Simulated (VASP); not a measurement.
# Mn (P6_3/mmc) in VASP: single point with r2SCAN

Aim: the single point of Mn with r2SCAN.

Program: VASP 6.6.1. These are calculated values, not measurements. Logs are shortened: lines on timing, memory, paths and dates and some standing lists are left out, and cuts for length are marked.

## (1) The cell of the first run

The structure is hexagonal, space group P6_3/mmc (No. 194). Conventional cell: a = 2.803 Å, b = 2.803 Å, c = 4.514 Å, α = 90.00°, β = 90.00°, γ = 120.00°. Within 3.7 Å of Mn (site symmetry -6m2) lie 12 Mn at 2.78 to 2.80 Å.

This isn't the form of Mn at room conditions, which is a 58-atom cubic cell.

## (2) Single point, r2SCAN, collinear spin, ferromagnetic start

The input, POSCAR:

```
Mn
1.0
    2.8033701174      0.0000000000      0.0000000000
   -1.4016850587      2.4277897379      0.0000000000
    0.0000000000      0.0000000000      4.5138801907
Mn
2
Direct
    0.3333333333      0.6666666667      0.2500000000
    0.6666666667      0.3333333333      0.7500000000
```

The input, INCAR.step1:

```
SYSTEM = Mn
PREC = Accurate ; ENCUT = 520
ISMEAR = -1 ; SIGMA = 0.05
LREAL = .False. ; LASPH = .True.
NELM = 150 ; ISPIN = 2
MAGMOM = 3.772 3.772 ; LMAXMIX = 4
NBANDS = 24 ; GGA = PE
ALGO = Normal ; EDIFF = 1E-4
LWAVE = .True. ; LCHARG = .False.
```

The input, INCAR.step2:

```
SYSTEM = Mn
PREC = Accurate ; ENCUT = 520
EDIFF = 1E-6 ; ISMEAR = -1
SIGMA = 0.05 ; LREAL = .False.
LASPH = .True. ; NELM = 150
ALGO = Normal ; ISIF = 2
LWAVE = .False. ; LCHARG = .True.
ISPIN = 2 ; MAGMOM = 3.772 3.772
LORBIT = 11 ; LMAXMIX = 4
METAGGA = R2SCAN ; LMIXTAU = .True.
LELF = .True. ; LVHAR = .True.
NBANDS = 24 ; ISTART = 1
```

The input, KPOINTS:

```
Automatic mesh
0
Gamma
  21 21 12
  0 0 0
```

Potentials or basis: VASP PAW PBE potentials, release 64 (Mn_pv).

On the command line:

```sh
cat potpaw_PBE.64/Mn_pv/POTCAR > POTCAR
cp INCAR.step1 INCAR
mpirun -np 1 vasp_std > vasp.out
cp INCAR.step2 INCAR
mpirun -np 1 vasp_std > vasp.out
```

OUTCAR:

```text
SYSTEM = Mn
   PREC = Accurate
   ENCUT = 520
   EDIFF = 1E-6
   ISMEAR = -1
   LREAL = .False.
   LASPH = .True.
   NELM = 150
   ISIF = 2
   ISPIN = 2
   LORBIT = 11
   METAGGA = R2SCAN
   ISTART = 1

 ion  position               nearest neighbor table
   1  0.333  0.667  0.250-   2 2.78   2 2.78   2 2.78   2 2.78   2 2.78   2 2.78
   2  0.667  0.333  0.750-   1 2.78   1 2.78   1 2.78   1 2.78   1 2.78   1 2.78

  LATTYP: Found a hexagonal cell.
 ALAT       =     2.8033701174
 C/A-ratio  =     1.6101620555

  Lattice vectors:

 A1 = (   2.8033701174,   0.0000000000,   0.0000000000)
 A2 = (  -1.4016850587,   2.4277897379,   0.0000000000)
 A3 = (   0.0000000000,   0.0000000000,   4.5138801907)

Analysis of symmetry for initial positions (statically):
=====================================================================
 Subroutine PRICEL returns:
 Original cell was already a primitive cell.

 Routine SETGRP: Setting up the symmetry group for a
 hexagonal supercell.

 Subroutine GETGRP returns: Found 24 space group operations
 (whereof 12 operations were pure point group operations)
 out of a pool of 24 trial point group operations.

The static configuration has the point symmetry D_3d.
 The point group associated with its full space group is D_6h.

Analysis of symmetry for dynamics (positions and initial velocities):
=====================================================================
 Subroutine PRICEL returns:
 Original cell was already a primitive cell.

 Routine SETGRP: Setting up the symmetry group for a
 hexagonal supercell.

 Subroutine GETGRP returns: Found 24 space group operations
 (whereof 12 operations were pure point group operations)
 out of a pool of 24 trial point group operations.

The dynamic configuration has the point symmetry D_3d.
 The point group associated with its full space group is D_6h.

Analysis of structural, dynamic, and magnetic symmetry:
=====================================================================
 Subroutine PRICEL returns:
 Original cell was already a primitive cell.

 Routine SETGRP: Setting up the symmetry group for a
 hexagonal supercell.

 Subroutine GETGRP returns: Found 24 space group operations
 (whereof 12 operations were pure point group operations)
 out of a pool of 24 trial point group operations.

The overall configuration has the point symmetry D_3d.
 The point group associated with its full space group is D_6h.

 Subroutine INISYM returns: Found 24 space group operations
[... 118 lines left out ...]
  volume/ion in A,a.u.               =      15.36       103.66
  Fermi-wavevector in a.u.,A,eV,Ry     =   1.548527  2.926292 32.625896  2.397936
  Thomas-Fermi vector in A             =   2.653464
   LORBIT       =     11    0 simple, 1 ext, 2 COOP (PROOUT), +10 PAW based schemes
   METAGGA = R2SCAN    functional components
   LHFCALC =     F    Hartree Fock is set to
   AEXX    =    0.0000 exact exchange contribution
   IVDW    =     0    specifies the selected vdW correction
   LEPSILON=     F    determine dielectric tensor
   LRPA    =     F    only Hartree local field effects (RPA)
 spin polarized calculation
  energy-cutoff  :      520.00
  volume of cell :       30.72
 maximum number of plane-waves:       843
 NGX is ok and might be reduce to    24
   NGX = 11   NGY = 11   NGZ = 17

 number of electron      26.0000014 magnetization       7.5120347

 Free energy of the ion-electron system (eV)
  ---------------------------------------------------
  ext. energy  EPLUGINS =         0.00000000
  ---------------------------------------------------
  free energy    TOTEN  =       -29.24874133 eV

  energy without entropy =      -29.23593648  energy(sigma->0) =      -29.24233891

 E-fermi :   6.7976     XC(G=0): -12.9072

 val. band max:        6.7958973147   @ k =   0.2857   0.0952   0.0000
 cond. band min:       6.7977366974   @ k =   0.2381   0.1905   0.4167
 fundamental gap:      0.0018393828
 Fermi energy:         6.7976201241

 spin component 1

 k-point     1 :       0.0000    0.0000    0.0000
  band No.  band energies     occupation
      1     -44.9836      1.00000
      2     -44.7693      1.00000
      3     -44.7692      1.00000
      4     -44.7544      1.00000
      5     -44.7347      1.00000
      6     -44.7346      1.00000
[... 637 lines left out ...]
     23      24.5951      0.00000
     24      25.4740      0.00000

 [... further k-points ...]

 spin component 2

 k-point     1 :       0.0000    0.0000    0.0000
  band No.  band energies     occupation
      1     -39.7331      1.00000
      2     -39.4841      1.00000
      3     -39.4840      1.00000
      4     -39.4437      1.00000
      5     -39.4436      1.00000
      6     -39.4416      1.00000
[... 637 lines left out ...]
     23      26.1818      0.00000
     24      26.6223      0.00000

 [... further k-points ...]

------------------------ aborting loop because EDIFF is reached ----------------------------------------

  FORCE on cell =-STRESS in cart. coord.  units (eV):
  Direction    XX          YY          ZZ          XY          YZ          ZX
  --------------------------------------------------------------------------------------
  -------------------------------------------------------------------------------------
  Total       -0.0728522     -0.0728522     -0.0090789      0.0000000     -0.0000000     -0.0000000
  in kB       -3.7993689     -3.7993689     -0.4734802      0.0000000     -0.0000000     -0.0000000
  external PRESSURE =      -2.6907394 kB  Pullay stress =       0.0000000 kB

 VOLUME and BASIS-vectors are now :
 -----------------------------------------------------------------------------
  energy-cutoff  :      520.00
  volume of cell :       30.72
      direct lattice vectors                 reciprocal lattice vectors
     2.803370117  0.000000000  0.000000000     0.356713512  0.205948642  0.000000000
    -1.401685059  2.427789738  0.000000000     0.000000000  0.411897284  0.000000000
     0.000000000  0.000000000  4.513880191     0.000000000  0.000000000  0.221538888

 POSITION                                       TOTAL-FORCE (eV/Angst)
 -----------------------------------------------------------------------------------
     -0.00000      1.61853      1.12847        -0.000000      0.000000      0.000000
      1.40169      0.80926      3.38541         0.000000     -0.000000      0.000000
 -----------------------------------------------------------------------------------
    total drift:                                0.000000     -0.000000      0.000000

  FREE ENERGIE OF THE ION-ELECTRON SYSTEM (eV)
  ---------------------------------------------------
  free  energy   TOTEN  =       -29.2487413333 eV

  energy  without entropy=      -29.2359364825  energy(sigma->0) =      -29.24233891

 total charge

# of ion       s       p       d       tot
------------------------------------------
    1        0.352   6.234   4.943  11.529
    2        0.352   6.234   4.943  11.529
--------------------------------------------------
tot          0.704  12.469   9.886  23.058

 magnetization (x)

# of ion       s       p       d       tot
------------------------------------------
    1       -0.015  -0.023   3.759   3.720
    2       -0.015  -0.023   3.759   3.720
--------------------------------------------------
tot         -0.030  -0.047   7.518   7.441
```

OUTCAR.step1:

```text
SYSTEM = Mn
   PREC = Accurate
   ENCUT = 520
   ISMEAR = -1
   LREAL = .False.
   LASPH = .True.
[... 1542 lines left out ...]
     -0.00000      1.61853      1.12847        -0.000000     -0.000000      0.000000
      1.40169      0.80926      3.38541         0.000000      0.000000      0.000000
 -----------------------------------------------------------------------------------
    total drift:                                0.000000     -0.000000      0.000000

  FREE ENERGIE OF THE ION-ELECTRON SYSTEM (eV)
  ---------------------------------------------------
  free  energy   TOTEN  =       -16.8301780573 eV

  energy  without entropy=      -16.8109292020  energy(sigma->0) =      -16.82055363
```

OSZICAR.step1:

```text
N       E                     dE             d eps       ncg     rms          rms(c)
DAV:   1     0.259281758856E+03    0.25928E+03   -0.15121E+04 32488   0.139E+03
DAV:   2    -0.824412645992E+01   -0.26753E+03   -0.25646E+03 33088   0.393E+02
DAV:   3    -0.182367459460E+02   -0.99926E+01   -0.99327E+01 36528   0.868E+01
DAV:   4    -0.183433165478E+02   -0.10657E+00   -0.10656E+00 35592   0.875E+00
DAV:   5    -0.183455131438E+02   -0.21966E-02   -0.21966E-02 37216   0.125E+00    0.143E+01
DAV:   6    -0.167598293468E+02    0.15857E+01   -0.80074E+00 34776   0.349E+01    0.112E+01
DAV:   7    -0.168210874534E+02   -0.61258E-01   -0.73956E-01 33704   0.967E+00    0.409E+00
DAV:   8    -0.168340895779E+02   -0.13002E-01   -0.56053E-02 36488   0.208E+00    0.228E+00
DAV:   9    -0.168277222964E+02    0.63673E-02   -0.21927E-02 36744   0.143E+00    0.740E-01
DAV:  10    -0.168297961586E+02   -0.20739E-02   -0.83547E-03 35216   0.588E-01    0.989E-02
DAV:  11    -0.168301639466E+02   -0.36779E-03   -0.59777E-04 34304   0.192E-01    0.417E-02
DAV:  12    -0.168301780573E+02   -0.14111E-04   -0.22970E-05 18328   0.462E-02
   1 F= -.16830178E+02 E0= -.16820554E+02  d E =-.192489E-01  mag=     7.0237
```

Run time: 62 min. Hardware: 1 thread of Oxide Virtual Turin-like, shared host; peak memory 0.4 GiB.

What came out:

| Property | Result |
| --- | --- |
| Free energy | -29.2487 eV |
| Pressure | -0.3 GPa |
| Net moment | 7.51 μB per cell |
| Site moments | Mn +3.72 μB |
| Valence electrons inside the program's atomic spheres | Mn 11.53 |

Stress tensor (GPa, compression positive):
```
-0.38  0.00  0.00
 0.00 -0.38  0.00
 0.00  0.00 -0.05
```

Caveat: the PAW data sets were made with another functional, which shifts forces and pressure a little.
